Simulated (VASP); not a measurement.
# N (C2/m) in VASP: a series of runs

Runs on N. Level: PBE+D3(BJ). Tasks: single point.

Everything below comes from runs of VASP 6.6.1. Logs are shortened: lines on timing, memory, paths and dates and some standing lists are left out, and cuts for length are marked.

**1. The cell of the first run**

Symmetry: C2/m, No. 12, monoclinic system. The conventional cell has a = 6.610 Å, b = 3.817 Å, c = 14.870 Å, α = 90.00°, β = 94.25°, γ = 90.00°. Within 1.5 Å of N (site symmetry m) lie 1 N at 1.10 Å. Within 1.5 Å of N (site symmetry m) lie 1 N at 1.10 Å. Within 1.5 Å of N (site symmetry m) lie 1 N at 1.10 Å. N (site symmetry m) has 1 N at 1.10 Å within 1.5 Å.

**2. Single point, PBE+D3(BJ) (the part above a cut slid along it)**

INCAR reads:

```
  PREC = Accurate
  ENCUT = 520
  EDIFF = 1E-6
  ISMEAR = 0
  SIGMA = 0.05
  LREAL = False
  LASPH = True
  NELM = 60
  ALGO = Normal
  ISIF = 2
  LWAVE = False
  LCHARG = False
  GGA = PE
  IVDW = 12
  NBANDS = 30
```

KPOINTS reads:

```
Automatic mesh
0
Gamma
  7 7 2
```

POSCAR reads:

```
N
1.0
   -3.8165516810      0.0000000000      0.0000000000
   -1.9082758405     -3.3052307106      0.0000000000
   -0.9543287478     -0.5509819595     14.8290392674
N
8
Direct
    0.1812760168      0.1812760168      0.9121614671
    0.2646260168      0.2646260168      0.4121614671
    0.1936656499      0.1936656499      0.8378385329
    0.2770156499      0.2770156499      0.3378385329
    0.6396343501      0.6396343501      0.1621614671
    0.5562843501      0.5562843501      0.6621614671
    0.6520239832      0.6520239832      0.0878385329
    0.5686739832      0.5686739832      0.5878385329
```

Potentials or basis: VASP PAW PBE potentials, release 64 (N).

The run is started by

```sh
$ cat potpaw_PBE.64/N/POTCAR > POTCAR
$ mpirun -np 1 vasp_std > vasp.out
```

OUTCAR:

```text
PREC = Accurate
   ENCUT = 520
   EDIFF = 1E-6
   ISMEAR = 0
   LREAL = False
   LASPH = True
   NELM = 60
   ISIF = 2
   GGA = PE
   IVDW = 12
 IVDW          = 12

 ion  position               nearest neighbor table
   1  0.181  0.181  0.912-   3 1.10
   2  0.265  0.265  0.412-   4 1.10
   3  0.194  0.194  0.838-   1 1.10
   4  0.277  0.277  0.338-   2 1.10
   5  0.640  0.640  0.162-   7 1.10
   6  0.556  0.556  0.662-   8 1.10
   7  0.652  0.652  0.088-   5 1.10
   8  0.569  0.569  0.588-   6 1.10

  LATTYP: Found a base centered monoclinic cell.
 ALAT       =     6.6104614212
 B/A-ratio  =     0.5773502692
 C/A-ratio  =     2.2494537203
 COS(beta)  =    -0.0741068814

  Lattice vectors:

 A1 = (   3.8165516810,   0.0000000000,   0.0000000000)
 A2 = (   1.9082758405,   3.3052307106,   0.0000000000)
 A3 = (  -0.9543287478,  -0.5509819595,  14.8290392674)

Analysis of symmetry for initial positions (statically):
=====================================================================
 Subroutine PRICEL returns:
 Original cell was already a primitive cell.

 Routine SETGRP: Setting up the symmetry group for a
 base centered monoclinic supercell.

 Subroutine GETGRP returns: Found  4 space group operations
 (whereof  2 operations were pure point group operations)
 out of a pool of  4 trial point group operations.

The static configuration has the point symmetry C_1h.
 The point group associated with its full space group is C_2h.

Analysis of symmetry for dynamics (positions and initial velocities):
=====================================================================
 Subroutine PRICEL returns:
 Original cell was already a primitive cell.

 Routine SETGRP: Setting up the symmetry group for a
 base centered monoclinic supercell.

 Subroutine GETGRP returns: Found  4 space group operations
 (whereof  2 operations were pure point group operations)
 out of a pool of  4 trial point group operations.

The dynamic configuration has the point symmetry C_1h.
 The point group associated with its full space group is C_2h.

 Subroutine INISYM returns: Found  4 space group operations
 (whereof  2 operations are pure point group operations),
 and found     1 'primitive' translations

----------------------------------------------------------------------------------------

                                     Primitive cell

  volume of cell :     187.0622

  direct lattice vectors                    reciprocal lattice vectors
    -3.816551681  0.000000000  0.000000000    -0.262016627  0.151275370 -0.011241457
    -1.908275840 -3.305230711  0.000000000     0.000000000 -0.302550741 -0.011241457
    -0.954328748 -0.550981959 14.829039267     0.000000000  0.000000000  0.067435252

  length of vectors
     3.816551681  3.816551681 14.869927037     0.302759510  0.302759510  0.067435252

  position of ions in fractional coordinates (direct lattice)
     0.181276017  0.181276017  0.912161467
     0.264626017  0.264626017  0.412161467
     0.193665650  0.193665650  0.837838533
     0.277015650  0.277015650  0.337838533
     0.639634350  0.639634350  0.162161467
     0.556284350  0.556284350  0.662161467
     0.652023983  0.652023983  0.087838533
     0.568673983  0.568673983  0.587838533

  ion indices of the primitive-cell ions
   primitive index   ion index
                 1           1
                 2           2
                 3           3
                 4           4
                 5           5
                 6           6
                 7           7
                 8           8

----------------------------------------------------------------------------------------

 KPOINTS: Automatic mesh

Automatic generation of k-mesh.
 Grid dimensions read from file:
 generate k-points for:    7    7    2

 Generating k-lattice:

  Cartesian coordinates                     Fractional coordinates (reciprocal lattice)
    -0.037430947  0.021610767 -0.001605922     0.142857143 -0.000000000 -0.000000000
     0.000000000 -0.043221534 -0.001605922     0.000000000  0.142857143  0.000000000
     0.000000000  0.000000000  0.033717626     0.000000000  0.000000000  0.500000000

  Length of vectors
     0.043251359  0.043251359  0.033717626

  Shift w.r.t. Gamma in fractional coordinates (k-lattice)
     0.000000000  0.000000000  0.000000000

 Subroutine IBZKPT returns following result:
 ===========================================

 Found     32 irreducible k-points:

 Following reciprocal coordinates:
            Coordinates               Weight
  0.000000  0.000000  0.000000      1.000000
  0.142857 -0.000000  0.000000      4.000000
  0.285714  0.000000  0.000000      4.000000
  0.428571 -0.000000  0.000000      4.000000
  0.142857  0.142857  0.000000      2.000000
  0.285714  0.142857  0.000000      4.000000
[... 16 lines left out ...]
  0.428571  0.142857  0.500000      4.000000
 -0.428571  0.142857  0.500000      4.000000
 [... further k-points ...]
[... 28 lines left out ...]
   PSTRESS=    0.0 pullay stress
   NELECT =      40.0000    total number of electrons
   NUPDOWN=      -1.0000    fix difference up-down
   EMIN   =  10.00;   EMAX   =-10.00  energy-range for DOS
   EFERMI =   0.00;   METHOD = LEGACY
   ISMEAR =     0;   SIGMA  =   0.05  broadening in eV -4-tet -1-fermi 0-gaus
   EFERMI_NEDOS =   21; number of points for ismear=-14 and -15
   IALGO  =     38    algorithm
   IMIX   =      4    mixing-type and parameters
     AMIX     =   0.40;   BMIX     =  1.00
     AMIX_MAG =   1.60;   BMIX_MAG =  1.00
  volume/ion in A,a.u.               =      23.38       157.79
  Fermi-wavevector in a.u.,A,eV,Ry     =   0.978963  1.849971 13.039390  0.958368
  Thomas-Fermi vector in A             =   2.109779
   LORBIT       =      0    0 simple, 1 ext, 2 COOP (PROOUT), +10 PAW based schemes
   GGA     = PE    functional components
   LHFCALC =     F    Hartree Fock is set to
   AEXX    =    0.0000 exact exchange contribution
   IVDW    =    12    specifies the selected vdW correction
   LEPSILON=     F    determine dielectric tensor
   LRPA    =     F    only Hartree local field effects (RPA)
 non-spin polarized calculation
 Gauss-broadening in eV      SIGMA  =   0.05
  energy-cutoff  :      520.00
  volume of cell :      187.06
 maximum number of plane-waves:      5066
   NGX = 15   NGY = 15   NGZ = 55

 number of electron      40.0000008 magnetization

 Free energy of the ion-electron system (eV)
  ---------------------------------------------------
  ext. energy  EPLUGINS =         0.00000000
  ---------------------------------------------------
  free energy    TOTEN  =       -66.55394870 eV

  energy without entropy =      -66.55394870  energy(sigma->0) =      -66.55394870

 E-fermi :  -6.1660     XC(G=0):  -6.3074

 val. band max:       -6.4278823446   @ k =   0.1429   0.1429   0.0000
 cond. band min:       0.5704230580   @ k =   0.4286   0.4286  -0.0000
 fundamental gap:      6.9983054025
 Fermi energy:        -6.1660018109

 k-point     1 :       0.0000    0.0000    0.0000
  band No.  band energies     occupation
      1     -25.0323      2.00000
      2     -25.0218      2.00000
      3     -25.0215      2.00000
      4     -25.0106      2.00000
      5     -10.5867      2.00000
      6     -10.2709      2.00000
[... 22 lines left out ...]
     29       4.0119      0.00000
     30       4.1280      0.00000

 k-point     2 :       0.1429   -0.0000    0.0000
  band No.  band energies     occupation
      1     -25.0244      2.00000
      2     -25.0151      2.00000
      3     -25.0143      2.00000
      4     -25.0048      2.00000
      5     -10.5281      2.00000
      6     -10.2453      2.00000
[... 22 lines left out ...]
     29       4.2514      0.00000
     30       4.4044      0.00000

 k-point     3 :       0.2857    0.0000    0.0000
  band No.  band energies     occupation
      1     -25.0063      2.00000
      2     -24.9999      2.00000
      3     -24.9985      2.00000
      4     -24.9920      2.00000
      5     -10.3762      2.00000
      6     -10.1803      2.00000
[... 682 lines left out ...]
     29       5.4063      0.00000
     30       5.4671      0.00000

 k-point    24 :      -0.4286    0.1429    0.5000
  band No.  band energies     occupation
      1     -24.9863      2.00000
      2     -24.9842      2.00000
      3     -24.9823      2.00000
      4     -24.9808      2.00000
      5     -10.1512      2.00000
      6     -10.0999      2.00000
[... 22 lines left out ...]
     29       5.9434      0.00000
     30       6.1626      0.00000

 [... further k-points ...]

------------------------ aborting loop because EDIFF is reached ----------------------------------------

 Edisp (eV)   -0.41367

 E8    (eV) :    -0.0971

  FORCE on cell =-STRESS in cart. coord.  units (eV):
  Direction    XX          YY          ZZ          XY          YZ          ZX
  --------------------------------------------------------------------------------------
  -------------------------------------------------------------------------------------
  Total      -0.24855    -0.17317     7.47616    -0.06527    -0.00036    -0.00063
  in kB      -2.12878    -1.48323    64.03294    -0.55907    -0.00312    -0.00541
  external pressure =       20.14 kB  Pullay stress =        0.00 kB

 VOLUME and BASIS-vectors are now :
 -----------------------------------------------------------------------------
  energy-cutoff  :      520.00
  volume of cell :      187.06
      direct lattice vectors                 reciprocal lattice vectors
    -3.816551681  0.000000000  0.000000000    -0.262016627  0.151275370 -0.011241457
    -1.908275840 -3.305230711  0.000000000     0.000000000 -0.302550741 -0.011241457
    -0.954328748 -0.550981959 14.829039267     0.000000000  0.000000000  0.067435252

 POSITION                                       TOTAL-FORCE (eV/Angst)
 -----------------------------------------------------------------------------------
     -1.90828     -1.10174     13.52648         0.000132      0.000076      1.711781
     -1.90828     -1.10174      6.11196        -0.000026     -0.000015      1.739173
     -1.90828     -1.10174     12.42434        -0.000054     -0.000031     -1.747306
     -1.90828     -1.10174      5.00982        -0.000141     -0.000081     -1.739097
     -3.81655     -2.20349      2.40470         0.000054      0.000031      1.747306
     -3.81655     -2.20349      9.81922         0.000141      0.000081      1.739097
     -3.81655     -2.20349      1.30256        -0.000132     -0.000076     -1.711781
     -3.81655     -2.20349      8.71708         0.000026      0.000015     -1.739173
 -----------------------------------------------------------------------------------
    total drift:                                0.000004      0.000003     -0.000003

  FREE ENERGIE OF THE ION-ELECTRON SYSTEM (eV)
  ---------------------------------------------------
  free  energy   TOTEN  =       -66.9676225909 eV

  energy  without entropy=      -66.9676225909  energy(sigma->0) =      -66.96762259
```

It took 2.6 min on 1 thread of Oxide Virtual Turin-like, shared host; peak memory 0.3 GiB.

Results:

```
Free energy                : -66.9676 eV
Pressure                   : 2.0 GPa
Largest force              : 1.747 eV/Å
Band gap on the k mesh     : 7.00 eV (least direct gap 7.02 eV)
Dispersion energy per atom : -0.052 eV
```

Forces on the atoms (eV/Å):
```
N    0.000  0.000  1.712
N    0.000  0.000  1.739
N    0.000  0.000 -1.747
N    0.000  0.000 -1.739
N    0.000  0.000  1.747
N    0.000  0.000  1.739
N    0.000  0.000 -1.712
N    0.000  0.000 -1.739
```

Caveat: the cell differs from its parent crystal (the part above a cut slid along it); the standard files for N, O and F lose accuracy on very short bonds; the stress differs along the axes, from -0 to 6 GPa; forces of over 1 eV/Å act on the atoms, so gaps and moduli don't describe the material at rest.

**3. Single point, PBE+D3(BJ) (the part above a cut slid along it)**

INCAR reads:

```
ALGO = Normal
EDIFF = 1E-6
ENCUT = 520
GGA = PE
ISIF = 2
ISMEAR = 0
IVDW = 12
LASPH = True
LCHARG = True
LELF = True
LREAL = False
LVHAR = True
LWAVE = False
NBANDS = 30
NELM = 60
PREC = Accurate
SIGMA = 0.05
```

KPOINTS reads:

```
k-points
0
Gamma
  7 7 2
```

POSCAR reads:

```
N
1.0
   -3.8165516810      0.0000000000      0.0000000000
   -1.9082758405     -3.3052307106      0.0000000000
   -2.8624137607     -1.6526153553     14.8290392674
N
8
Direct
   -0.1227474002     -0.1227474002      0.9121614671
    0.1272525998      0.1272525998      0.4121614671
   -0.0855859331     -0.0855859331      0.8378385329
    0.1644140669      0.1644140669      0.3378385329
    0.5855859331      0.5855859331      0.1621614671
    0.3355859331      0.3355859331      0.6621614671
    0.6227474002      0.6227474002      0.0878385329
    0.3727474002      0.3727474002      0.5878385329
```

Potentials or basis: VASP PAW PBE potentials, release 64 (N).

The run is started by

```sh
$ cat potpaw_PBE.64/N/POTCAR > POTCAR
$ mpirun -np 1 vasp_std > vasp.out
```

It took 5.3 min on 1 thread of Oxide Virtual Turin-like, shared host; peak memory 0.32 GiB.

The run converged. Its results:

| Property | Result |
| --- | --- |
| Free energy | -66.9072 eV |
| Pressure | 2.2 GPa |
| Largest force | 1.784 eV/Å |
| Band gap on the k mesh | 6.95 eV (least direct gap 6.98 eV) |
| Dispersion energy per atom | -0.052 eV |

Forces on the atoms (eV/Å):
```
N   -0.160 -0.092  1.550
N    0.000  0.000  1.739
N    0.032  0.018 -1.783
N    0.000  0.000 -1.739
N   -0.032 -0.018  1.783
N    0.000  0.000  1.739
N    0.160  0.092 -1.550
N    0.000  0.000 -1.739
```

Stress tensor (GPa, compression positive):
```
-0.15  0.06  0.23
 0.06 -0.22  0.13
 0.23  0.13  6.92
```

Levels at points of the mesh, in eV from the valence-band top:
```
           k point  band 17  band 18  band 19  band 20  band 21  band 22  band 23  band 24
(0.00, 0.00, 0.00)    -1.26    -0.63    -0.54    -0.02     8.00     8.03     8.03     8.12
(0.00, 0.00, 0.50)    -1.08    -1.00    -0.25    -0.12     7.98     8.02     8.07     8.14
```

Caveat: the cell differs from its parent crystal (the part above a cut slid along it); the standard files for N, O and F lose accuracy on very short bonds; the stress differs along the axes, from -0 to 7 GPa; forces of over 1 eV/Å act on the atoms, so gaps and moduli don't describe the material at rest. A k mesh can miss the band edges.

**4. Single point, PBE+D3(BJ) (the part above a cut slid along it)**

INCAR reads:

```
SYSTEM = N
  PREC = Accurate
  ENCUT = 520
  EDIFF = 1E-7
  ISMEAR = 0
  SIGMA = 0.05
  LREAL = .FALSE.
  LASPH = .TRUE.
  NELM = 100
  ALGO = Normal
  ISIF = 2
  LWAVE = .FALSE.
  LCHARG = .FALSE.
  GGA = PE
  IVDW = 12
  NBANDS = 30
```

KPOINTS reads:

```
Automatic mesh
0
G
  7 7 2
  0 0 0
```

POSCAR reads:

```
N
1.0
   -3.8165516810      0.0000000000      0.0000000000
   -1.9082758405     -3.3052307106      0.0000000000
   -4.7704987737     -2.7542487511     14.8290392674
N
8
Direct
   -0.4267708172     -0.4267708172      0.9121614671
   -0.0101208172     -0.0101208172      0.4121614671
   -0.3648375161     -0.3648375161      0.8378385329
    0.0518124839      0.0518124839      0.3378385329
    0.5315375161      0.5315375161      0.1621614671
    0.1148875161      0.1148875161      0.6621614671
    0.5934708172      0.5934708172      0.0878385329
    0.1768208172      0.1768208172      0.5878385329
```

The run is started by

```sh
$ cat potpaw_PBE.64/N/POTCAR > POTCAR
$ mpirun -np 1 vasp_std > vasp.out
```

It took 4.6 min on 1 thread of Oxide Virtual Turin-like, shared host; peak memory 0.31 GiB.

It converged, with:

- Free energy: -66.9072 eV
- Pressure: 2.2 GPa
- Largest force: 1.784 eV/Å
- Band gap on the k mesh: 6.94 eV (least direct gap 6.96 eV)
- Dispersion energy per atom: -0.052 eV

Forces in eV/Å, atoms in the order of the input:
```
N    0.160  0.092  1.551
N    0.000  0.000  1.740
N   -0.031 -0.018 -1.784
N    0.000  0.000 -1.740
N    0.031  0.018  1.784
N    0.000  0.000  1.740
N   -0.160 -0.092 -1.551
N    0.000  0.000 -1.740
```

Stress tensor (GPa, compression positive):
```
-0.15  0.06 -0.23
 0.06 -0.22 -0.13
-0.23 -0.13  6.92
```

Levels at points of the mesh, in eV from the valence-band top:
| k point | band 18 | band 19 | band 20 | band 21 | band 22 | band 23 |
| --- | --- | --- | --- | --- | --- | --- |
| (0.00, 0.00, 0.00) | -0.64 | -0.54 | -0.02 | 8.00 | 8.02 | 8.03 |
| (0.00, 0.00, 0.50) | -1.00 | -0.25 | -0.12 | 7.98 | 8.02 | 8.06 |

Caveat: the cell differs from its parent crystal (the part above a cut slid along it); the standard files for N, O and F lose accuracy on very short bonds; the stress differs along the axes, from -0 to 7 GPa; forces of over 1 eV/Å act on the atoms, so gaps and moduli don't describe the material at rest. A k mesh can miss the band edges.

**5. Single point, PBE+D3(BJ) (the part above a cut slid along it)**

INCAR reads:

```
  PREC = Accurate
  ENCUT = 520
  EDIFF = 1E-6
  ISMEAR = 0
  SIGMA = 0.05
  LREAL = F
  LASPH = T
  NELM = 80
  ALGO = Normal
  ISIF = 2
  LWAVE = F
  LCHARG = T
  GGA = PE
  IVDW = 12
  LELF = T
  LVHAR = T
  NBANDS = 30
```

KPOINTS reads:

```
Automatic mesh
0
Gamma
  7 7 2
```

POSCAR reads:

```
N
1.0
   -3.8165516810      0.0000000000      0.0000000000
   -1.9082758405     -3.3052307106      0.0000000000
   -0.4768781325     -0.2753257182     14.8290392674
N
8
Direct
    0.2573502831      0.2573502831      0.9121614671
    0.2990002831      0.2990002831      0.4121614671
    0.2635413835      0.2635413835      0.8378385329
    0.3051913835      0.3051913835      0.3378385329
    0.6531586165      0.6531586165      0.1621614671
    0.6115086165      0.6115086165      0.6621614671
    0.6593497169      0.6593497169      0.0878385329
    0.6176997169      0.6176997169      0.5878385329
```

The run is started by

```sh
$ cat potpaw_PBE.64/N/POTCAR > POTCAR
$ mpirun -np 1 vasp_std > vasp.out
```

Wall time 4.3 min (1 thread of Oxide Virtual Turin-like, shared host); peak memory 0.3 GiB.

It converged, with:

* Free energy: -66.9730 eV
* Pressure: 2.0 GPa
* Largest force: 1.745 eV/Å
* Band gap on the k mesh: 7.03 eV (least direct gap 7.08 eV)
* Dispersion energy per atom: -0.052 eV

Forces in eV/Å, atoms in the order of the input:
```
N   -0.018 -0.010  1.726
N    0.000  0.000  1.740
N    0.004  0.002 -1.745
N    0.000  0.000 -1.740
N   -0.004 -0.002  1.745
N    0.000  0.000  1.740
N    0.018  0.010 -1.726
N    0.000  0.000 -1.740
```

Stress tensor (GPa, compression positive):
```
-0.22 -0.04  0.02
-0.04 -0.18  0.01
 0.02  0.01  6.36
```

Levels at points of the mesh, in eV from the valence-band top:
| k point | band 17 | band 18 | band 19 | band 20 | band 21 | band 22 | band 23 | band 24 |
| --- | --- | --- | --- | --- | --- | --- | --- | --- |
| (0.00, 0.00, 0.00) | -1.14 | -0.53 | -0.51 | -0.01 | 8.03 | 8.10 | 8.17 | 8.20 |
| (0.00, 0.00, 0.50) | -0.95 | -0.94 | -0.16 | -0.14 | 8.06 | 8.09 | 8.12 | 8.18 |

Caveat: the cell differs from its parent crystal (the part above a cut slid along it); the standard files for N, O and F lose accuracy on very short bonds; the stress differs along the axes, from -0 to 6 GPa; forces of over 1 eV/Å act on the atoms, so gaps and moduli don't describe the material at rest. A k mesh can miss the band edges.

**6. Overview**

```csv
cell,gap on the mesh (eV),pressure (GPa),largest force (eV/Å)
"a = 3.817, b = 3.817, c = 14.870 Å, angles 86.3, 86.3, 60.0°, 8 atoms",7.00,2.0,1.75
"a = 3.817, b = 3.817, c = 15.193 Å, angles 79.1, 79.1, 60.0°, 8 atoms",6.95,2.2,1.78
"a = 3.817, b = 3.817, c = 15.819 Å, angles 72.4, 72.4, 60.0°, 8 atoms",6.94,2.2,1.78
"a = 3.817, b = 3.817, c = 14.839 Å, angles 88.2, 88.2, 60.0°, 8 atoms",7.03,2.0,1.74
```

Alike in all rows: task single point; level PBE+D3(BJ); potentials or basis VASP PAW PBE potentials, release 64 (N); no spin polarisation; k mesh 7 × 7 × 2; cutoff (eV) 520; smearing gaussian 0.05 eV.

Caveats: the standard files for N, O and F lose accuracy on very short bonds; forces of over 1 eV/Å act on the atoms, so gaps and moduli don't describe the material at rest; the stress differs along the axes, from -0 to 6 GPa (at least some runs); the stress differs along the axes, from -0 to 7 GPa (at least some runs).

Absolute energies hang on the potentials; compare differences alone.
